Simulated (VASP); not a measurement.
# La3GePd3 (Pm-3m) in VASP: single point with PBE

Aim: the single point of La3GePd3 with PBE.

Everything below comes from runs of VASP 6.6.1. Logs are shortened: lines on timing, memory, paths and dates and some standing lists are left out, and cuts for length are marked.

## (1) The cell of the first run

It takes space group Pm-3m (No. 221, cubic). Conventional cell: a = 5.601 Å, b = 5.601 Å, c = 5.601 Å, α = 90.00°, β = 90.00°, γ = 90.00°. Within 3.7 Å of La (site symmetry 4/mmm) lie 4 Pd at 2.80 Å and 2 Ge at 2.80 Å. Pd (site symmetry 4/mmm) has 4 La at 2.80 Å within 3.7 Å. Ge (site symmetry m-3m) has 6 La at 2.80 Å within 3.7 Å.

## (2) Single point, PBE

INCAR

```
SYSTEM = La3GePd3
  PREC = Accurate
  ENCUT = 630
  EDIFF = 1E-6
  ISMEAR = 0
  SIGMA = 0.0294
  LREAL = .FALSE.
  LASPH = .TRUE.
  NELM = 200
  ALGO = Normal
  ISIF = 2
  LWAVE = .FALSE.
  LCHARG = .FALSE.
  GGA = PE
  NBANDS = 60
  GGA_COMPAT = .FALSE.
  LMAXMIX = 6
```

KPOINTS

```
regular mesh
0
G
  3 3 3
  0 0 0
```

POSCAR

```
La3GePd3
1.0
    5.6013830000      0.0000000000      0.0000000000
    0.0000000000      5.6013830000      0.0000000000
    0.0000000000      0.0000000000      5.6013830000
La Pd Ge
3 3 1
Direct
    0.5000000000      0.5000000000      0.0000000000
    0.0000000000      0.5000000000      0.5000000000
    0.5000000000      0.0000000000      0.5000000000
    0.5000000000      0.0000000000      0.0000000000
    0.0000000000      0.5000000000      0.0000000000
    0.0000000000      0.0000000000      0.5000000000
    0.5000000000      0.5000000000      0.5000000000
```

Potentials or basis: VASP PAW PBE potentials, release 64 (La, Pd_sv_GW, Ge_d).

The run is started by

```sh
$ cat potpaw_PBE.64/La/POTCAR potpaw_PBE.64/Pd_sv_GW/POTCAR potpaw_PBE.64/Ge_d/POTCAR > POTCAR
$ mpirun -np 1 vasp_std > vasp.out
```

OUTCAR:

```text
SYSTEM = La3GePd3
   PREC = Accurate
   ENCUT = 630
   EDIFF = 1E-6
   ISMEAR = 0
   LREAL = .FALSE.
   LASPH = .TRUE.
   NELM = 200
   ISIF = 2
   GGA = PE

 ion  position               nearest neighbor table
   1  0.500  0.500  0.000-   4 2.80   5 2.80   7 2.80   7 2.80   4 2.80   5 2.80
   2  0.000  0.500  0.500-   5 2.80   6 2.80   7 2.80   5 2.80   6 2.80   7 2.80
   3  0.500  0.000  0.500-   4 2.80   6 2.80   7 2.80   4 2.80   7 2.80   6 2.80
   4  0.500  0.000  0.000-   1 2.80   3 2.80   3 2.80   1 2.80
   5  0.000  0.500  0.000-   1 2.80   2 2.80   2 2.80   1 2.80
   6  0.000  0.000  0.500-   2 2.80   3 2.80   2 2.80   3 2.80
   7  0.500  0.500  0.500-   1 2.80   2 2.80   3 2.80   1 2.80   3 2.80   2 2.80

  LATTYP: Found a simple cubic cell.
 ALAT       =     5.6013830000

  Lattice vectors:

 A1 = (   5.6013830000,   0.0000000000,   0.0000000000)
 A2 = (   0.0000000000,   5.6013830000,   0.0000000000)
 A3 = (   0.0000000000,   0.0000000000,   5.6013830000)

Analysis of symmetry for initial positions (statically):
=====================================================================
 Subroutine PRICEL returns:
 Original cell was already a primitive cell.

 Routine SETGRP: Setting up the symmetry group for a
 simple cubic supercell.

 Subroutine GETGRP returns: Found 48 space group operations
 (whereof 48 operations were pure point group operations)
 out of a pool of 48 trial point group operations.

The static configuration has the point symmetry O_h .

Analysis of symmetry for dynamics (positions and initial velocities):
=====================================================================
 Subroutine PRICEL returns:
 Original cell was already a primitive cell.

 Routine SETGRP: Setting up the symmetry group for a
 simple cubic supercell.

 Subroutine GETGRP returns: Found 48 space group operations
 (whereof 48 operations were pure point group operations)
 out of a pool of 48 trial point group operations.

The dynamic configuration has the point symmetry O_h .

 Subroutine INISYM returns: Found 48 space group operations
 (whereof 48 operations are pure point group operations),
 and found     1 'primitive' translations

----------------------------------------------------------------------------------------

                                     Primitive cell

  volume of cell :     175.7461

  direct lattice vectors                    reciprocal lattice vectors
     5.601383000  0.000000000  0.000000000     0.178527339  0.000000000  0.000000000
     0.000000000  5.601383000  0.000000000     0.000000000  0.178527339  0.000000000
     0.000000000  0.000000000  5.601383000     0.000000000  0.000000000  0.178527339

  length of vectors
     5.601383000  5.601383000  5.601383000     0.178527339  0.178527339  0.178527339

  position of ions in fractional coordinates (direct lattice)
     0.500000000  0.500000000  0.000000000
     0.000000000  0.500000000  0.500000000
     0.500000000  0.000000000  0.500000000
     0.500000000  0.000000000  0.000000000
     0.000000000  0.500000000  0.000000000
     0.000000000  0.000000000  0.500000000
     0.500000000  0.500000000  0.500000000

  ion indices of the primitive-cell ions
   primitive index   ion index
                 1           1
                 2           2
                 3           3
                 4           4
                 5           5
                 6           6
                 7           7

----------------------------------------------------------------------------------------

 KPOINTS: regular mesh

Automatic generation of k-mesh.
 Grid dimensions read from file:
 generate k-points for:    3    3    3

 Generating k-lattice:

  Cartesian coordinates                     Fractional coordinates (reciprocal lattice)
     0.059509113  0.000000000  0.000000000     0.333333333  0.000000000  0.000000000
     0.000000000  0.059509113  0.000000000     0.000000000  0.333333333  0.000000000
     0.000000000  0.000000000  0.059509113     0.000000000  0.000000000  0.333333333

  Length of vectors
     0.059509113  0.059509113  0.059509113

  Shift w.r.t. Gamma in fractional coordinates (k-lattice)
     0.000000000  0.000000000  0.000000000

 Subroutine IBZKPT returns following result:
 ===========================================

 Found      4 irreducible k-points:

 Following reciprocal coordinates:
            Coordinates               Weight
  0.000000  0.000000  0.000000      1.000000
  0.333333  0.000000  0.000000      6.000000
  0.333333  0.333333  0.000000     12.000000
  0.333333  0.333333  0.333333      8.000000
   k-points           NKPTS =      4   k-points in BZ     NKDIM =      4   number of bands    NBANDS=     60
   number of dos      NEDOS =    301   number of ions     NIONS =      7
   total plane-waves  NPLWV = 110592
   dimension x,y,z NGX =    48 NGY =   48 NGZ =   48
   dimension x,y,z NGXF=    96 NGYF=   96 NGZF=   96
   ions per type =               3   3   1
   NGX,Y,Z   is equivalent  to a cutoff of  14.25, 14.25, 14.25 a.u.
   NGXF,Y,Z  is equivalent  to a cutoff of  28.49, 28.49, 28.49 a.u.
 SYSTEM =  La3GePd3
   PREC   = accura    normal or accurate (medium, high low for compatibility)
   ISTART =      0    job   : 0-new  1-cont  2-samecut
   ICHARG =      2    charge: 1-file 2-atom 10-const
   ISPIN  =      1    spin polarized calculation?
   LNONCOLLINEAR =      F non collinear calculations
   LSORBIT =      F    spin-orbit coupling
   LASPH  =      T    aspherical Exc in radial PAW
   ENCUT  =  630.0 eV  46.30 Ry    6.80 a.u.  11.46 11.46 11.46*2*pi/ulx,y,z
   NELM   =    200;   NELMIN=  2; NELMDL= -5     # of ELM steps
   EDIFF  = 0.1E-05   stopping-criterion for ELM
   LREAL  =      F    real-space projection
   EDIFFG = 0.1E-04   stopping-criterion for IOM
   NSW    =      0    number of steps for IOM
   IBRION =     -1    ionic relax: 0-MD 1-quasi-New 2-CG
   NFREE  =      0    steps in history (QN), initial steepest desc. (CG)
   ISIF   =      2    stress and relaxation
   ISYM   =      2    0-nonsym 1-usesym 2-fastsym
   POTIM  = 0.5000    time-step for ionic-motion
   TEBEG  =    0.0;   TEEND  =   0.0 temperature during run
   PSTRESS=    0.0 pullay stress
   NELECT =     101.0000    total number of electrons
   NUPDOWN=      -1.0000    fix difference up-down
   EMIN   =  10.00;   EMAX   =-10.00  energy-range for DOS
   EFERMI =   0.00;   METHOD = LEGACY
   ISMEAR =     0;   SIGMA  =   0.03  broadening in eV -4-tet -1-fermi 0-gaus
   EFERMI_NEDOS =   21; number of points for ismear=-14 and -15
   IALGO  =     38    algorithm
   IMIX   =      4    mixing-type and parameters
     AMIX     =   0.40;   BMIX     =  1.00
     AMIX_MAG =   1.60;   BMIX_MAG =  1.00
  volume/ion in A,a.u.               =      25.11       169.43
  Fermi-wavevector in a.u.,A,eV,Ry     =   1.361090  2.572086 25.205672  1.852565
  Thomas-Fermi vector in A             =   2.487696
   LORBIT       =      0    0 simple, 1 ext, 2 COOP (PROOUT), +10 PAW based schemes
   GGA     = PE    functional components
   LHFCALC =     F    Hartree Fock is set to
   AEXX    =    0.0000 exact exchange contribution
   IVDW    =     0    specifies the selected vdW correction
   LEPSILON=     F    determine dielectric tensor
   LRPA    =     F    only Hartree local field effects (RPA)
 non-spin polarized calculation
 Gauss-broadening in eV      SIGMA  =   0.03
  energy-cutoff  :      630.00
  volume of cell :      175.75
 maximum number of plane-waves:      6355
 NGX is ok and might be reduce to    48
   NGX = 23   NGY = 23   NGZ = 23

 number of electron     100.9999986 magnetization

 Free energy of the ion-electron system (eV)
  ---------------------------------------------------
  ext. energy  EPLUGINS =         0.00000000
  ---------------------------------------------------
  free energy    TOTEN  =       -30.39971521 eV

  energy without entropy =      -30.39455043  energy(sigma->0) =      -30.39713282

 E-fermi :   7.2434     XC(G=0): -10.4953

 val. band max:        7.2180676469   @ k =   0.3333   0.3333   0.3333
 cond. band min:       7.2773439982   @ k =   0.3333   0.0000   0.0000
 fundamental gap:      0.0592763513
 Fermi energy:         7.2434122713

 k-point     1 :       0.0000    0.0000    0.0000
  band No.  band energies     occupation
      1     -77.0738      2.00000
      2     -77.0736      2.00000
      3     -77.0736      2.00000
      4     -42.9760      2.00000
      5     -42.9760      2.00000
      6     -42.9760      2.00000
[... 52 lines left out ...]
     59       9.8738      0.00000
     60       9.8755      0.00000

 k-point     2 :       0.3333    0.0000    0.0000
  band No.  band energies     occupation
      1     -77.0737      2.00000
      2     -77.0736      2.00000
      3     -77.0736      2.00000
      4     -42.9761      2.00000
      5     -42.9759      2.00000
      6     -42.9759      2.00000
[... 52 lines left out ...]
     59       9.8567      0.00000
     60       9.8977      0.00000

 k-point     3 :       0.3333    0.3333    0.0000
  band No.  band energies     occupation
      1     -77.0737      2.00000
      2     -77.0736      2.00000
      3     -77.0736      2.00000
      4     -42.9776      2.00000
      5     -42.9759      2.00000
      6     -42.9759      2.00000
[... 52 lines left out ...]
     59       9.5229      0.00000
     60       9.7796      0.00000

 k-point     4 :       0.3333    0.3333    0.3333
  band No.  band energies     occupation
      1     -77.0737      2.00000
      2     -77.0736      2.00000
      3     -77.0736      2.00000
      4     -42.9776      2.00000
      5     -42.9775      2.00000
      6     -42.9775      2.00000
[... 52 lines left out ...]
     59       9.7654      0.00000
     60       9.7916      0.00000

------------------------ aborting loop because EDIFF is reached ----------------------------------------

  FORCE on cell =-STRESS in cart. coord.  units (eV):
  Direction    XX          YY          ZZ          XY          YZ          ZX
  --------------------------------------------------------------------------------------
  -------------------------------------------------------------------------------------
  Total       13.9727086     13.9727086     13.9727086      0.0000000     -0.0000000      0.0000000
  in kB      127.3812125    127.3812125    127.3812125      0.0000000     -0.0000000      0.0000000
  external PRESSURE =     127.3812125 kB  Pullay stress =       0.0000000 kB

 VOLUME and BASIS-vectors are now :
 -----------------------------------------------------------------------------
  energy-cutoff  :      630.00
  volume of cell :      175.75
      direct lattice vectors                 reciprocal lattice vectors
     5.601383000  0.000000000  0.000000000     0.178527339  0.000000000  0.000000000
     0.000000000  5.601383000  0.000000000     0.000000000  0.178527339  0.000000000
     0.000000000  0.000000000  5.601383000     0.000000000  0.000000000  0.178527339

 POSITION                                       TOTAL-FORCE (eV/Angst)
 -----------------------------------------------------------------------------------
      2.80069      2.80069      0.00000         0.000000      0.000000      0.000000
      0.00000      2.80069      2.80069         0.000000      0.000000      0.000000
      2.80069      0.00000      2.80069         0.000000      0.000000      0.000000
      2.80069      0.00000      0.00000         0.000000      0.000000      0.000000
      0.00000      2.80069      0.00000         0.000000      0.000000      0.000000
      0.00000      0.00000      2.80069         0.000000      0.000000      0.000000
      2.80069      2.80069      2.80069         0.000000      0.000000      0.000000
 -----------------------------------------------------------------------------------
    total drift:                                0.000000      0.000000      0.000000

  FREE ENERGIE OF THE ION-ELECTRON SYSTEM (eV)
  ---------------------------------------------------
  free  energy   TOTEN  =       -30.3997152119 eV

  energy  without entropy=      -30.3945504280  energy(sigma->0) =      -30.39713282
```

Run time: 3.4 min. Hardware: 1 thread of Intel Xeon Platinum 8488C (Sapphire Rapids), shared host; peak memory 0.36 GiB.

What came out:

```yaml
Free_energy: -30.3997 eV
Pressure: 12.7 GPa
Band_gap_on_the_k_mesh: zero (an odd number of electrons rules out a gap without spin polarisation)
```

Levels at points of the mesh, in eV from the Fermi level:
| k point | band 47 | band 48 | band 49 | band 50 | band 51 | band 52 |
| --- | --- | --- | --- | --- | --- | --- |
| (0.00, 0.00, 0.00) | -0.27 | -0.27 | 0.27 | 0.27 | 0.27 | 1.44 |

Caveat: the k points lie up to 0.37 Å⁻¹ apart, too coarse for converged energies and pressures of a metal; spin-orbit coupling is left out, which moves the levels of the heavy elements.

The gap in the log of VASP goes by the Fermi energy; the results here count the filled bands.